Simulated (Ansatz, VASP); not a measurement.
**C in VASP and in Ansatz**

The input INCAR:

```
  PREC = Accurate
  ENCUT = 600
  EDIFF = 1E-6
  ISMEAR = 0
  SIGMA = 0.02
  LREAL = False
  LASPH = True
  NELM = 120
  ALGO = Normal
  ISIF = 2
  LWAVE = False
  LCHARG = True
  GGA = PE
  LELF = True
  LVHAR = True
  NBANDS = 11
  GGA_COMPAT = False
```

Contents of KPOINTS:

```
Automatic mesh
0
Gamma
  15 15 15
```

File POSCAR:

```
C
1.0
    1.2032079340      0.6946724246      3.5805987259
   -1.2032079340      0.6946724246      3.5805987259
    0.0000000000     -1.3893448492      3.5805987259
C
2
Direct
    0.1391021621      0.1391021621      0.1391021621
    0.8608978379      0.8608978379      0.8608978379
```

Input for Ansatz:

```yaml
crystal:
  lattice:
    - [1.203207934, 0.6946724246, 3.5805987259]
    - [-1.203207934, 0.6946724246, 3.5805987259]
    - [0.0, -1.3893448492, 3.5805987259]
  atoms:
    - { symbol: C, position: [0.1391021621, 0.1391021621, 0.1391021621] }
    - { symbol: C, position: [0.8608978379, 0.8608978379, 0.8608978379] }
basis:
  ecutwfc: 420
kpoints:
  mp_grid: { grid: [15, 15, 15] }
hamiltonian:
  xc: pbe
scf:
  occupations: { method: gaussian, width: 0.02 }
output:
  forces: true
  stress: true
  eigenvalues: true
  populations: true
```

Alike in both runs: task single point; functional PBE; k mesh 15 × 15 × 15; occupations gaussian, width 0.02 eV; no spin polarisation.

|  | VASP | Ansatz |
| --- | --- | --- |
| version | VASP 6.6.1 | Ansatz 0.2.0 |
| potentials or method | VASP PAW PBE potentials, release 64 (C), cutoff 600 eV | scalar-relativistic, plane waves, PAW |
| valence electrons in the cell | 8 | 8 |

```csv
,VASP,Ansatz,Ansatz less VASP
gap on the k mesh at the Fermi level (eV),none,none,-
pressure (GPa),0.9,0.8,-0.12
"traceless stress, the component that is largest in VASP (GPa)",-58.51,-58.26,+0.259
rms of the force components (eV/Å),5.588,5.603,+0.0148
```

Atom by atom the forces differ by 0.015 eV/Å (rms over components). A gap of «none» marks a metal or a gap that the smearing closes.
